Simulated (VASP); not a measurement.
Set up this calculation in VASP 6.6.1, as the native input.

* Task: single point
* Functional: PBE
* Potentials or basis: VASP PAW PBE potentials, release 64 (Be)
* Cutoff: 520 eV
* k mesh: 15 × 15 × 8
* Occupations: fermi-dirac, width 0.05 eV
* Spin: no spin polarisation
* Dipole correction: no
* Further INCAR settings: ALGO = Normal; EDIFF = 1e-06; NBANDS = 9

The structure of Be lies in POSCAR:

```
Be
1.0
    2.2853000000      0.0000000000      0.0000000000
   -1.1426500000      1.9791278553      0.0000000000
    0.0000000000      0.0000000000      3.5842000000
Be
2
Direct
    0.3133333333      0.6566666667      0.2350000000
    0.6866666667      0.3433333333      0.7650000000
```

This cell differs from its parent crystal: shortest bond scaled by 0.94.

One way to write it, as run:

INCAR

```
ALGO = Normal
EDIFF = 1E-6
ENCUT = 520
GGA = PE
ISIF = 2
ISMEAR = -1
LASPH = True
LCHARG = True
LELF = True
LREAL = False
LVHAR = True
LWAVE = False
NBANDS = 9
NELM = 80
PREC = Accurate
SIGMA = 0.05
```

KPOINTS

```
k-points
0
Gamma
  15 15 8
```

Potentials or basis: VASP PAW PBE potentials, release 64 (Be).

Launch:

```console
$ cat potpaw_PBE.64/Be/POTCAR > POTCAR
$ mpirun -np 1 vasp_std > vasp.out
```

Results of the run:

* Pressure: -1.7 GPa
* Largest force: 0.891 eV/Å
* Band gap on the k mesh: zero (band 2 reaches 7.55 eV, above the bottom of band 3 at 5.81 eV)

Caveat: the cell differs from its parent crystal (shortest bond scaled by 0.94).

Run time: 22 s on 1 thread of Intel(R) Xeon(R) 6975P-C (Granite Rapids), on a shared host, peak memory 0.17 GiB.
